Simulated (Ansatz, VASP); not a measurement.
**One calculation of Pt, two programs**

```
Pt
1.0
     0.00000    2.10307    1.66815
     2.10307    0.00000    1.66815
     2.10307    2.10307    0.00000
Pt
1
Direct
  0.00000 0.00000 0.00000
```

Alike in both runs: task single point; functional LDA; k mesh 22 × 22 × 22; occupations gaussian, width 0.15 eV; no spin polarisation.

```csv
,VASP,Ansatz
version,VASP 6.6.1,Ansatz 0.2.0
potentials or method,"VASP PAW LDA potentials, release 64 (Pt), cutoff 520 eV","scalar-relativistic, plane waves, PAW"
valence electrons in the cell,10,18
```

```csv
,VASP,Ansatz,Ansatz less VASP
gap on the k mesh at the Fermi level (eV),none,none,-
pressure (GPa),3.4,2.6,-0.78
"traceless stress, the component that is largest in VASP (GPa)",5.22,5.22,0.000
```

Ansatz warns that its potentials were made for another functional, while VASP's fit it. LDA's correlation is that of Perdew and Zunger in VASP and of Perdew and Wang (1992) in Ansatz. A gap of «none» marks a metal or a gap that the smearing closes. VASP's potentials hold 10 valence electrons a cell and Ansatz's 18, so a difference there can come from the potentials and not from the codes.

Spin-orbit coupling is off throughout.
